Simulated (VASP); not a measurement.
# Be2SeO2 (P-6m2) in VASP: further runs

Be2SeO2 is run at these levels: PBE; tasks: relaxation of cell and atoms, single point.

All numbers are computed with VASP 6.6.1; they aren't measurements. Logs are shortened: lines on timing, memory, paths and dates and some standing lists are left out, and cuts for length are marked.

## Step 1: The cell of the first run

It takes space group P-6m2 (No. 187, hexagonal). The conventional cell has a = 3.560 Å, b = 3.560 Å, c = 5.722 Å, α = 90.00°, β = 90.00°, γ = 120.00°. Within 1.8 Å of Be (site symmetry 3m) lie 1 Be at 1.36 Å. Within 2.9 Å of Se (site symmetry -6m2) lie 2 Be at 2.18 Å. Within 1.4 Å of O (site symmetry 3m) lie 1 O at 1.01 Å.

The cell was built from a structure type or drawn by symmetry, and may not be a known phase.

## Step 2: Relaxation of cell and atoms, PBE

File INCAR:

```
SYSTEM = Be2SeO2
PREC     = Accurate       ! precision mode
ENCUT    = 600            ! plane-wave cutoff, eV
EDIFF    = 1E-6           ! SCF threshold, eV
ISMEAR   = 0              ! smearing method
SIGMA    = 0.2            ! smearing width, eV
LREAL    = .False.        ! projectors in reciprocal space
LASPH    = .True.         ! aspherical terms in the spheres
NELM     = 100            ! most SCF steps
ALGO     = Normal         ! electronic algorithm
ISIF     = 3              ! what is computed and relaxed
LWAVE    = .False.        ! write WAVECAR
LCHARG   = .False.        ! write CHGCAR
GGA      = PE             ! functional
IBRION   = 2              ! ionic algorithm
NSW      = 36             ! ionic steps
EDIFFG   = -0.08          ! ionic threshold
```

File KPOINTS:

```
regular mesh
0
Gamma
  5 5 3
  0 0 0
```

File POSCAR:

```
Be2SeO2
1.0
    3.5601604900      0.0000000000      0.0000000000
   -1.7800802400      3.0831894200      0.0000000000
    0.0000000000      0.0000000000      5.7220980100
Be Se O
2 1 2
Direct
    0.0000000000      0.0000000000      0.3809372500
    0.0000000000      0.0000000000      0.6190627500
    0.0000000000      0.0000000000      0.0000000000
    0.3333333300      0.6666666700      0.5879091400
    0.3333333300      0.6666666700      0.4120908600
```

Potentials or basis: VASP PAW PBE potentials, release 64 (Be, Se, O).

Launch:

```console
$ cat potpaw_PBE.64/Be/POTCAR potpaw_PBE.64/Se/POTCAR potpaw_PBE.64/O/POTCAR > POTCAR
$ mpirun -np 1 vasp_std > vasp.out
```

OUTCAR:

```text
SYSTEM = Be2SeO2
   PREC = Accurate
   ENCUT = 600
   EDIFF = 1E-6
   ISMEAR = 0
   LREAL = .False.
   LASPH = .True.
   NELM = 100
   ISIF = 3
   GGA = PE
   IBRION = 2
   NSW = 36
   EDIFFG = -0.08

 ion  position               nearest neighbor table
   1  0.000  0.000  0.381-   2 1.36   5 2.06   5 2.06   5 2.06   3 2.18
   2  0.000  0.000  0.619-   1 1.36   4 2.06   4 2.06   4 2.06   3 2.18
   3  0.000  0.000  0.000-   1 2.18   2 2.18
   4  0.333  0.667  0.588-   5 1.01   2 2.06   2 2.06   2 2.06
   5  0.333  0.667  0.412-   4 1.01   1 2.06   1 2.06   1 2.06

  LATTYP: Found a hexagonal cell.
 ALAT       =     3.5601604900
 C/A-ratio  =     1.6072584441

  Lattice vectors:

 A1 = (   3.5601604900,   0.0000000000,   0.0000000000)
 A2 = (  -1.7800802400,   3.0831894200,   0.0000000000)
 A3 = (   0.0000000000,   0.0000000000,   5.7220980100)

Analysis of symmetry for initial positions (statically):
=====================================================================
 Subroutine PRICEL returns:
 Original cell was already a primitive cell.

 Routine SETGRP: Setting up the symmetry group for a
 hexagonal supercell.

 Subroutine GETGRP returns: Found 12 space group operations
 (whereof 12 operations were pure point group operations)
 out of a pool of 24 trial point group operations.

The static configuration has the point symmetry D_3h.

Analysis of symmetry for dynamics (positions and initial velocities):
=====================================================================
 Subroutine PRICEL returns:
 Original cell was already a primitive cell.

 Routine SETGRP: Setting up the symmetry group for a
 hexagonal supercell.

 Subroutine GETGRP returns: Found 12 space group operations
 (whereof 12 operations were pure point group operations)
 out of a pool of 24 trial point group operations.

The dynamic configuration has the point symmetry D_3h.

 Subroutine INISYM returns: Found 12 space group operations
 (whereof 12 operations are pure point group operations),
 and found     1 'primitive' translations

----------------------------------------------------------------------------------------

                                     Primitive cell

  volume of cell :      62.8095

  direct lattice vectors                    reciprocal lattice vectors
     3.560160490  0.000000000  0.000000000     0.280886214  0.162169731  0.000000000
    -1.780080240  3.083189420  0.000000000     0.000000000  0.324339463  0.000000000
     0.000000000  0.000000000  5.722098010     0.000000000  0.000000000  0.174761075

  length of vectors
     3.560160490  3.560160482  5.722098010     0.324339462  0.324339463  0.174761075

  position of ions in fractional coordinates (direct lattice)
     0.000000000  0.000000000  0.380937250
     0.000000000  0.000000000  0.619062750
     0.000000000  0.000000000  0.000000000
     0.333333330  0.666666670  0.587909140
     0.333333330  0.666666670  0.412090860

  ion indices of the primitive-cell ions
   primitive index   ion index
                 1           1
                 2           2
                 3           3
                 4           4
                 5           5

----------------------------------------------------------------------------------------

 KPOINTS: regular mesh

Automatic generation of k-mesh.
 Grid dimensions read from file:
 generate k-points for:    5    5    3

 Generating k-lattice:

  Cartesian coordinates                     Fractional coordinates (reciprocal lattice)
     0.056177243  0.032433946  0.000000000     0.200000000  0.000000000  0.000000000
     0.000000000  0.064867893  0.000000000     0.000000000  0.200000000  0.000000000
     0.000000000  0.000000000  0.058253692     0.000000000  0.000000000  0.333333333

  Length of vectors
     0.064867892  0.064867893  0.058253692

  Shift w.r.t. Gamma in fractional coordinates (k-lattice)
     0.000000000  0.000000000  0.000000000

 Subroutine IBZKPT returns following result:
 ===========================================

 Found     10 irreducible k-points:

 Following reciprocal coordinates:
            Coordinates               Weight
  0.000000  0.000000  0.000000      1.000000
  0.200000 -0.000000  0.000000      6.000000
  0.400000 -0.000000  0.000000      6.000000
  0.200000  0.200000  0.000000      6.000000
  0.400000  0.200000  0.000000      6.000000
  0.000000  0.000000  0.333333      2.000000
  0.200000 -0.000000  0.333333     12.000000
  0.400000 -0.000000  0.333333     12.000000
  0.200000  0.200000  0.333333     12.000000
  0.400000  0.200000  0.333333     12.000000
   k-points           NKPTS =     10   k-points in BZ     NKDIM =     10   number of bands    NBANDS=     15
   number of dos      NEDOS =    301   number of ions     NIONS =      5
   total plane-waves  NPLWV =  37632
   dimension x,y,z NGX =    28 NGY =   28 NGZ =   48
   dimension x,y,z NGXF=    56 NGYF=   56 NGZF=   96
   ions per type =               2   1   2
   NGX,Y,Z   is equivalent  to a cutoff of  13.07, 13.07, 13.95 a.u.
   NGXF,Y,Z  is equivalent  to a cutoff of  26.15, 26.15, 27.89 a.u.
 SYSTEM =  Be2SeO2
   PREC   = accura    normal or accurate (medium, high low for compatibility)
   ISTART =      0    job   : 0-new  1-cont  2-samecut
   ICHARG =      2    charge: 1-file 2-atom 10-const
   ISPIN  =      1    spin polarized calculation?
   LNONCOLLINEAR =      F non collinear calculations
   LSORBIT =      F    spin-orbit coupling
   LASPH  =      T    aspherical Exc in radial PAW
   ENCUT  =  600.0 eV  44.10 Ry    6.64 a.u.   7.11  7.11 11.43*2*pi/ulx,y,z
   NELM   =    100;   NELMIN=  2; NELMDL= -5     # of ELM steps
   EDIFF  = 0.1E-05   stopping-criterion for ELM
   LREAL  =      F    real-space projection
   EDIFFG = -.8E-01   stopping-criterion for IOM
   NSW    =     36    number of steps for IOM
   IBRION =      2    ionic relax: 0-MD 1-quasi-New 2-CG
   NFREE  =      1    steps in history (QN), initial steepest desc. (CG)
   ISIF   =      3    stress and relaxation
   ISYM   =      2    0-nonsym 1-usesym 2-fastsym
   POTIM  = 0.5000    time-step for ionic-motion
   TEBEG  =    0.0;   TEEND  =   0.0 temperature during run
   PSTRESS=    0.0 pullay stress
   NELECT =      22.0000    total number of electrons
   NUPDOWN=      -1.0000    fix difference up-down
   EMIN   =  10.00;   EMAX   =-10.00  energy-range for DOS
   EFERMI =   0.00;   METHOD = LEGACY
   ISMEAR =     0;   SIGMA  =   0.20  broadening in eV -4-tet -1-fermi 0-gaus
   EFERMI_NEDOS =   21; number of points for ismear=-14 and -15
   IALGO  =     38    algorithm
   IMIX   =      4    mixing-type and parameters
     AMIX     =   0.40;   BMIX     =  1.00
     AMIX_MAG =   1.60;   BMIX_MAG =  1.00
  volume/ion in A,a.u.               =      12.56        84.77
  Fermi-wavevector in a.u.,A,eV,Ry     =   1.154004  2.180752 18.119226  1.331726
  Thomas-Fermi vector in A             =   2.290644
   LORBIT       =      0    0 simple, 1 ext, 2 COOP (PROOUT), +10 PAW based schemes
   GGA     = PE    functional components
   LHFCALC =     F    Hartree Fock is set to
   AEXX    =    0.0000 exact exchange contribution
   IVDW    =     0    specifies the selected vdW correction
   LEPSILON=     F    determine dielectric tensor
   LRPA    =     F    only Hartree local field effects (RPA)
 conjugate gradient relaxation of ions
 non-spin polarized calculation
 Gauss-broadening in eV      SIGMA  =   0.20
  energy-cutoff  :      600.00
  volume of cell :       62.81
 maximum number of plane-waves:      2110
   NGX = 15   NGY = 15   NGZ = 23

--------------------------------------- Ionic step        1  -------------------------------------------

 number of electron      21.9999994 magnetization

 Free energy of the ion-electron system (eV)
  ---------------------------------------------------
  ext. energy  EPLUGINS =         0.00000000
  ---------------------------------------------------
  free energy    TOTEN  =        -7.70548853 eV

  energy without entropy =       -7.61273031  energy(sigma->0) =       -7.65910942

------------------------ aborting loop because EDIFF is reached ----------------------------------------

  FORCE on cell =-STRESS in cart. coord.  units (eV):
  Direction    XX          YY          ZZ          XY          YZ          ZX
  --------------------------------------------------------------------------------------
  -------------------------------------------------------------------------------------
  Total        3.5756298      3.5756298     77.6924303      0.0000000     -0.0000000      0.0000000
  in kB       91.2090762     91.2090759   1981.8200303      0.0000001     -0.0000000      0.0000000
  external PRESSURE =     721.4127275 kB  Pullay stress =       0.0000000 kB
[... 834 lines left out ...]
 k-point    10 :       0.4000    0.2000    0.3333
  band No.  band energies     occupation
      1     -14.1309      2.00000
      2     -14.0967      2.00000
      3      -7.9417      2.00000
      4      -3.0463      2.00000
      5      -2.5803      2.00000
      6      -2.2272      2.00000
      7      -0.8945      2.00000
      8      -0.6843      2.00000
      9       1.0772      2.00000
     10       1.3498      2.00000
     11       2.2073      2.00000
     12       3.0208      1.77282
     13      10.1261      0.00000
     14      10.7691      0.00000
     15      12.0746      0.00000

[... ionic steps 4 to 23 ...]

--------------------------------------- Ionic step       24  -------------------------------------------

 number of electron      22.0000008 magnetization

------------------------ aborting loop because EDIFF is reached ----------------------------------------

  FORCE on cell =-STRESS in cart. coord.  units (eV):
  Direction    XX          YY          ZZ          XY          YZ          ZX
  --------------------------------------------------------------------------------------
  -------------------------------------------------------------------------------------
  Total        4.2779855      4.2779855      2.2360644      0.0000000      0.0000000      0.0000000
  in kB      136.3274965    136.3274964     71.2571513      0.0000001      0.0000000      0.0000000
  external PRESSURE =     114.6373814 kB  Pullay stress =       0.0000000 kB
[... 63 lines left out ...]
  energy  without entropy=      -29.7905654469  energy(sigma->0) =      -29.82065831

--------------------------------------- Ionic step       26  -------------------------------------------

 number of electron      22.0000005 magnetization

 Free energy of the ion-electron system (eV)
  ---------------------------------------------------
  ext. energy  EPLUGINS =         0.00000000
  ---------------------------------------------------
  free energy    TOTEN  =       -29.86470512 eV

  energy without entropy =      -29.80262717  energy(sigma->0) =      -29.83366615

 E-fermi :   3.5197     XC(G=0): -10.2808

 val. band max:        3.4631174518   @ k =   0.4000  -0.0000   0.0000
 cond. band min:       3.5269911510   @ k =   0.4000   0.2000   0.0000
 fundamental gap:      0.0638736992
 Fermi energy:         3.5196715297

 k-point     1 :       0.0000    0.0000    0.0000
  band No.  band energies     occupation
      1     -14.8584      2.00000
      2     -14.5705      2.00000
      3     -12.5225      2.00000
      4      -1.9715      2.00000
      5      -0.9408      2.00000
      6       1.6896      2.00000
      7       1.6896      2.00000
      8       1.7693      2.00000
      9       1.7693      2.00000
     10       2.4449      2.00000
     11       8.3875      0.00000
     12       9.3664      0.00000
[... 195 lines left out ...]
  FREE ENERGIE OF THE ION-ELECTRON SYSTEM (eV)
  ---------------------------------------------------
  free  energy   TOTEN  =       -29.8647051206 eV

  energy  without entropy=      -29.8026271742  energy(sigma->0) =      -29.83366615

 reached required accuracy - stopping structural energy minimisation
```

Run time: 5.8 min. Hardware: 1 thread of AMD EPYC 7R43 (Zen 3), shared host; peak memory 0.16 GiB.

Results:

```
Free energy                           : -29.8647 eV
Relaxed volume                        : 10.71 Å³/atom
Relaxed cell                          : a = 2.709 Å, b = 2.709 Å, c = 8.429 Å, α = 90.00°, β = 90.00°, γ = 120.00°
Space group after relaxing (to 0.1 Å) : P-6m2 (No. 187)
Pressure after relaxing               : 0.5 GPa
Largest force after relaxing          : 0.055 eV/Å
Band gap on the k mesh                : zero (bands 11 and 12 overlap by 5.83 eV)
```

Forces in eV/Å, atoms in the order of the input:
```
Be   0.000  0.000 -0.055
Be   0.000  0.000  0.055
Se   0.000  0.000  0.000
O    0.000  0.000 -0.004
O    0.000  0.000  0.004
```

Stress tensor (GPa, compression positive):
```
0.10 0.00 0.00
0.00 0.10 0.00
0.00 0.00 1.15
```

Final structure:
```
Be Se O
1.0
     2.70914    0.00000    0.00000
    -1.35457    2.34619    0.00000
     0.00000    0.00000    8.42851
Be Se O
2 1 2
Direct
  0.00000 0.00000 0.67593
  0.00000 0.00000 0.32407
  0.00000 0.00000 0.00000
  0.33333 0.66667 0.66867
  0.33333 0.66667 0.33133
```

Levels at points of the mesh, in eV from the Fermi level:
```tsv
k point	band 8	band 9	band 10	band 11	band 12	band 13	band 14	band 15
(0.00, 0.00, 0.00)	-1.75	-1.75	-1.07	4.87	5.85	5.85	8.40	9.74
```

Caveat: the k points lie up to 0.54 Å⁻¹ apart in the final cell, too coarse for converged energies and pressures of a metal; the standard files for N, O and F lose accuracy on very short bonds; a cell axis changed by over 15 % at a fixed basis, so the end point is rough; the relaxation stopped at a loose force limit of 0.08 eV/Å, so its end isn't a converged minimum.

## Step 3: Single point, PBE

This run uses another cell than the first one, of 16.12 Å³/atom.

File INCAR:

```
PREC = Accurate
ENCUT = 520
EDIFF = 1E-7
ISMEAR = 0
SIGMA = 0.1
LREAL = F
LASPH = T
NELM = 80
ALGO = Normal
ISIF = 2
LWAVE = F
LCHARG = T
GGA = PE
LELF = T
LVHAR = T
NBANDS = 19
```

File KPOINTS:

```
regular mesh
0
Gamma
  12 12 4
```

File POSCAR:

```
Be2SeO2
1.0
    2.7012289041      0.0000000000      0.0000000000
   -1.3506144521      2.3393328524      0.0000000000
    0.0000000000      0.0000000000     12.7520938610
Be Se O
2 1 2
Direct
    0.0000000000      0.0000000000      0.3264752964
    0.0000000000      0.0000000000      0.6735247036
    0.0000000000      0.0000000000      0.0000000000
    0.3333333333      0.6666666667      0.6734367788
    0.3333333333      0.6666666667      0.3265632212
```

Potentials or basis: VASP PAW PBE potentials, release 64 (Be, Se, O).

Launch:

```console
$ cat potpaw_PBE.64/Be/POTCAR potpaw_PBE.64/Se/POTCAR potpaw_PBE.64/O/POTCAR > POTCAR
$ mpirun -np 1 vasp_std > vasp.out
```

Run time: 94 s. Hardware: 1 thread of AMD EPYC 7R43 (Zen 3), shared host; peak memory 0.2 GiB.

Results (log left out):

| Item | Value |
| --- | --- |
| Free energy | -30.8750 eV |
| Pressure | 0.1 GPa |
| Band gap on the k mesh | zero (bands 11 and 12 overlap by 4.78 eV) |

Stress tensor (GPa, compression positive):
```
 0.11  0.00  0.00
 0.00  0.11  0.00
 0.00  0.00 -0.04
```

Levels at points of the mesh, in eV from the Fermi level:
| k point | band 7 | band 8 | band 9 | band 10 | band 11 | band 12 | band 13 | band 14 | band 15 | band 16 |
| --- | --- | --- | --- | --- | --- | --- | --- | --- | --- | --- |
| (0.00, 0.00, 0.00) | -1.66 | -1.66 | -1.66 | -1.66 | 3.57 | 5.48 | 5.79 | 5.91 | 5.91 | 9.23 |
| (0.50, 0.00, 0.00) | -3.09 | -3.09 | -1.49 | -1.43 | -0.25 | 2.29 | 6.13 | 6.92 | 7.83 | 8.81 |
| (0.00, 0.00, 0.50) | -1.66 | -1.66 | -1.66 | -1.66 | 4.16 | 4.17 | 5.91 | 5.91 | 7.03 | 8.17 |
| (0.50, 0.00, 0.50) | -3.09 | -3.09 | -1.50 | -1.42 | -0.25 | 2.29 | 6.11 | 7.10 | 7.54 | 8.81 |

[end of part 1 of 2]
